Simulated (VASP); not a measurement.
# AlRu (P4/mmm) in VASP: further runs, part 2 of 2

VASP 6.6.1. Earlier steps stand in the parts before.

## Step 3: Single point, PBEsol

This run uses another cell than the first one, of the same volume but with other edges.

INCAR reads:

```
SYSTEM = AlRu
  PREC = Accurate
  ENCUT = 520
  EDIFF = 1E-7
  ISMEAR = 0
  SIGMA = 0.15
  LREAL = .False.
  LASPH = .True.
  NELM = 80
  ALGO = Fast
  ISIF = 2
  LWAVE = .False.
  LCHARG = .False.
  GGA = PS
  NBANDS = 16
```

KPOINTS reads:

```
Automatic mesh
0
Gamma
  18 18 18
  0 0 0
```

POSCAR reads:

```
AlRu
1.0
    2.7410843945      0.0000000000      0.0000000000
    0.0000000000      2.7410843945      0.0000000000
    0.0000000000      0.0000000000      3.5634097128
Al Ru
1 1
Direct
    0.0000000000      0.0000000000      0.0000000000
    0.5000000000      0.5000000000      0.5000000000
```

Potentials or basis: VASP PAW PBE potentials, release 64 (Al, Ru_pv).

Launch:

```sh
cat potpaw_PBE.64/Al/POTCAR potpaw_PBE.64/Ru_pv/POTCAR > POTCAR
mpirun -np 1 vasp_std > vasp.out
```

Wall time 89 s (1 thread of Intel Xeon 6975P-C (Granite Rapids), shared host); peak memory 0.32 GiB.

Results (log left out):

| Item | Value |
| --- | --- |
| Free energy | -15.0253 eV |
| Pressure | 2.7 GPa |

Stress tensor (GPa, compression positive):
```
  9.58   0.00   0.00
  0.00   9.58   0.00
  0.00   0.00 -11.07
```

Levels at points of the mesh, in eV from the Fermi level:
| k point | band 5 | band 6 | band 7 | band 8 | band 9 | band 10 | band 11 | band 12 | band 13 | band 14 |
| --- | --- | --- | --- | --- | --- | --- | --- | --- | --- | --- |
| (0.00, 0.00, 0.00) | -4.11 | -3.91 | -0.09 | -0.09 | 1.11 | 1.33 | 8.64 | 8.64 | 8.74 | 10.17 |
| (0.50, 0.00, 0.00) | -4.85 | -3.63 | -2.97 | -0.93 | 0.34 | 3.49 | 6.43 | 6.94 | 10.72 | 11.73 |
| (0.50, 0.50, 0.00) | -2.60 | -2.60 | -2.60 | -0.64 | -0.64 | 2.61 | 6.53 | 6.97 | 7.49 | 11.74 |
| (0.00, 0.00, 0.50) | -6.40 | -3.66 | -0.76 | -0.68 | -0.68 | 1.16 | 7.86 | 11.18 | 13.01 | 13.01 |
| (0.50, 0.00, 0.50) | -3.54 | -2.77 | -1.15 | -0.86 | -0.16 | -0.02 | 4.75 | 5.40 | 11.74 | 13.04 |
| (0.50, 0.50, 0.50) | -4.56 | -4.56 | 0.48 | 2.62 | 2.68 | 3.08 | 4.57 | 4.57 | 6.52 | 6.52 |

Caveat: the PAW data sets were made with another functional, which shifts forces and pressure a little.

## Step 4: Single point, PBEsol

This run uses another cell than the first one, of the same volume but with other edges.

INCAR reads:

```
PREC = Accurate ; ENCUT = 520
EDIFF = 1E-6 ; ISMEAR = 0
SIGMA = 0.15 ; LREAL = False
LASPH = True ; NELM = 100
ALGO = Fast ; ISIF = 2
LWAVE = False ; LCHARG = False
GGA = PS ; NBANDS = 16
```

KPOINTS reads:

```
Automatic mesh
0
Gamma
  18 18 18
```

POSCAR reads:

```
AlRu
1.0
    2.8980505923      0.0000000000      0.0000000000
    0.0000000000      2.8980505923      0.0000000000
    0.0000000000      0.0000000000      3.1878556515
Al Ru
1 1
Direct
    0.0000000000      0.0000000000      0.0000000000
    0.5000000000      0.5000000000      0.5000000000
```

Launch:

```sh
cat potpaw_PBE.64/Al/POTCAR potpaw_PBE.64/Ru_pv/POTCAR > POTCAR
mpirun -np 1 vasp_std > vasp.out
```

Wall time 60 s (1 thread of Intel Xeon 6975P-C (Granite Rapids), shared host); peak memory 0.33 GiB.

Results (log left out):

```yaml
Free_energy: -15.4422 eV
Pressure: -2.2 GPa
```

Stress tensor (GPa, compression positive):
```
  2.87   0.00   0.00
  0.00   2.87   0.00
  0.00   0.00 -12.42
```

Levels at points of the mesh, in eV from the Fermi level:
| k point | band 6 | band 7 | band 8 | band 9 | band 10 | band 11 | band 12 | band 13 |
| --- | --- | --- | --- | --- | --- | --- | --- | --- |
| (0.00, 0.00, 0.00) | -3.63 | 0.00 | 0.00 | 0.56 | 4.20 | 7.00 | 7.00 | 10.72 |
| (0.50, 0.00, 0.00) | -2.76 | -2.38 | -1.30 | 0.33 | 2.79 | 7.24 | 9.40 | 11.80 |
| (0.50, 0.50, 0.00) | -1.75 | -1.75 | -1.07 | -1.07 | 1.92 | 6.06 | 6.54 | 9.24 |
| (0.00, 0.00, 0.50) | -3.07 | -1.24 | -1.24 | 0.70 | 1.14 | 7.53 | 11.78 | 11.78 |
| (0.50, 0.00, 0.50) | -1.90 | -1.25 | -1.04 | -0.77 | 1.13 | 5.03 | 5.93 | 11.37 |
| (0.50, 0.50, 0.50) | -4.61 | 1.20 | 1.97 | 2.59 | 3.68 | 4.28 | 4.28 | 7.99 |

Caveat: the PAW data sets were made with another functional, which shifts forces and pressure a little.

## Step 5: Single point, PBEsol

This run uses another cell than the first one, of the same volume but with other edges.

INCAR reads:

```
SYSTEM = AlRu
PREC     = Accurate       ! precision mode
ENCUT    = 520            ! plane-wave cutoff, eV
EDIFF    = 1E-7           ! SCF threshold, eV
ISMEAR   = 0              ! smearing method
SIGMA    = 0.15           ! smearing width, eV
LREAL    = .False.        ! projectors in reciprocal space
LASPH    = .True.         ! aspherical terms in the spheres
NELM     = 60             ! most SCF steps
ALGO     = Fast           ! electronic algorithm
ISIF     = 2              ! what is computed and relaxed
LWAVE    = .False.        ! write WAVECAR
LCHARG   = .True.         ! write CHGCAR
GGA      = PS             ! functional
LELF     = .True.         ! ELF
LVHAR    = .True.       
NBANDS   = 16             ! bands
```

KPOINTS reads:

```
regular mesh
0
Gamma
  18 18 18
  0 0 0
```

POSCAR reads:

```
AlRu
1.0
    3.4535499281      0.0000000000      0.0000000000
    0.0000000000      3.4535499281      0.0000000000
    0.0000000000      0.0000000000      2.2448074533
Al Ru
1 1
Direct
    0.0000000000      0.0000000000      0.0000000000
    0.5000000000      0.5000000000      0.5000000000
```

Launch:

```sh
cat potpaw_PBE.64/Al/POTCAR potpaw_PBE.64/Ru_pv/POTCAR > POTCAR
mpirun -np 1 vasp_std > vasp.out
```

Wall time 2.1 min (1 thread of Intel Xeon Platinum 8375C at 2.90GHz (Ice Lake), shared host); peak memory 0.33 GiB.

Results (log left out):

```yaml
Free_energy: -13.2206 eV
Pressure: 29.8 GPa
```

Stress tensor (GPa, compression positive):
```
 -5.57   0.00   0.00
  0.00  -5.57   0.00
  0.00   0.00 100.53
```

Levels at points of the mesh, in eV from the Fermi level:
| k point | band 6 | band 7 | band 8 | band 9 | band 10 | band 11 |
| --- | --- | --- | --- | --- | --- | --- |
| (0.00, 0.00, 0.00) | -4.68 | -2.52 | 1.07 | 1.07 | 1.52 | 1.52 |
| (0.50, 0.00, 0.00) | -5.95 | -4.14 | -0.92 | 1.29 | 1.55 | 4.47 |
| (0.50, 0.50, 0.00) | -3.82 | -3.82 | -1.02 | 0.16 | 1.32 | 1.32 |
| (0.00, 0.00, 0.50) | -5.02 | -2.55 | -1.94 | -0.83 | 4.86 | 7.36 |
| (0.50, 0.00, 0.50) | -2.46 | -2.35 | -1.82 | 0.65 | 0.85 | 4.98 |
| (0.50, 0.50, 0.50) | -4.36 | 0.09 | 1.85 | 2.68 | 3.26 | 3.26 |

Caveat: the PAW data sets were made with another functional, which shifts forces and pressure a little.

## Step 6: Single point, PBEsol

This run uses another cell than the first one, of the same volume but with other edges.

INCAR reads:

```
  ALGO = Fast
  EDIFF = 1E-6
  ENCUT = 520
  GGA = PS
  ISIF = 2
  ISMEAR = 0
  LASPH = True
  LCHARG = False
  LREAL = False
  LWAVE = False
  NBANDS = 16
  NELM = 100
  PREC = Accurate
  SIGMA = 0.15
```

KPOINTS reads:

```
k-points
0
Gamma
  18 18 18
```

POSCAR reads:

```
AlRu
1.0
    2.6134033183      0.0000000000      0.0000000000
    0.0000000000      2.6134033183      0.0000000000
    0.0000000000      0.0000000000      3.9201049775
Al Ru
1 1
Direct
    0.0000000000      0.0000000000      0.0000000000
    0.5000000000      0.5000000000      0.5000000000
```

Potentials or basis: VASP PAW PBE potentials, release 64 (Al, Ru_pv).

Launch:

```sh
cat potpaw_PBE.64/Al/POTCAR potpaw_PBE.64/Ru_pv/POTCAR > POTCAR
mpirun -np 1 vasp_std > vasp.out
```

Wall time 1.9 min (1 thread of Intel Xeon Platinum 8375C at 2.90GHz (Ice Lake), shared host); peak memory 0.33 GiB.

The run converged. Its results:

| Quantity | Value |
| --- | --- |
| Free energy | -14.6635 eV |
| Pressure | 7.0 GPa |

Stress tensor (GPa, compression positive):
```
 17.25   0.00   0.00
  0.00  17.25   0.00
  0.00   0.00 -13.47
```

Levels at points of the mesh, in eV from the Fermi level:
```csv
k point,band 6,band 7,band 8,band 9,band 10,band 11,band 12,band 13
"(0.00, 0.00, 0.00)",-4.45,-0.77,-0.07,-0.07,1.48,6.19,9.85,10.09
"(0.50, 0.00, 0.00)",-4.58,-3.46,-0.84,0.43,3.64,5.14,5.57,9.65
"(0.50, 0.50, 0.00)",-3.20,-2.41,-0.34,-0.34,3.17,6.30,6.58,6.89
"(0.00, 0.00, 0.50)",-4.35,-2.33,-0.33,-0.33,1.49,8.33,9.23,13.24
"(0.50, 0.00, 0.50)",-3.49,-1.12,-1.12,-0.82,0.22,3.20,5.98,11.33
"(0.50, 0.50, 0.50)",-4.51,-0.10,2.60,2.92,3.17,4.82,4.82,5.01
```

Caveat: the PAW data sets were made with another functional, which shifts forces and pressure a little.

## Step 7: Overview

| cell | further INCAR settings | gap on the mesh (eV) | pressure (GPa) |
| --- | --- | --- | --- |
| a = 3.250, b = 3.250, c = 2.535 Å, 2 atoms | ALGO = Fast; EDIFF = 1e-06; NBANDS = 16 | none | 6.3 |
| a = 2.741, b = 2.741, c = 3.563 Å, 2 atoms | ALGO = Fast; EDIFF = 1e-07; NBANDS = 16 | none | 2.7 |
| a = 2.898, b = 2.898, c = 3.188 Å, 2 atoms | ALGO = Fast; EDIFF = 1e-06; NBANDS = 16 | none | -2.2 |
| a = 3.454, b = 3.454, c = 2.245 Å, 2 atoms | ALGO = Fast; EDIFF = 1e-07; NBANDS = 16 | none | 29.8 |
| a = 2.613, b = 2.613, c = 3.920 Å, 2 atoms | ALGO = Fast; EDIFF = 1e-06; NBANDS = 16 | none | 7.0 |

Alike in all rows: task single point; level PBEsol; potentials or basis VASP PAW PBE potentials, release 64 (Al, Ru_pv); no spin polarisation; k mesh 18 × 18 × 18; cutoff (eV) 520; smearing gaussian 0.15 eV.

Caveats: the PAW data sets were made with another functional, which shifts forces and pressure a little.

Absolute energies hang on the potentials; compare differences alone.
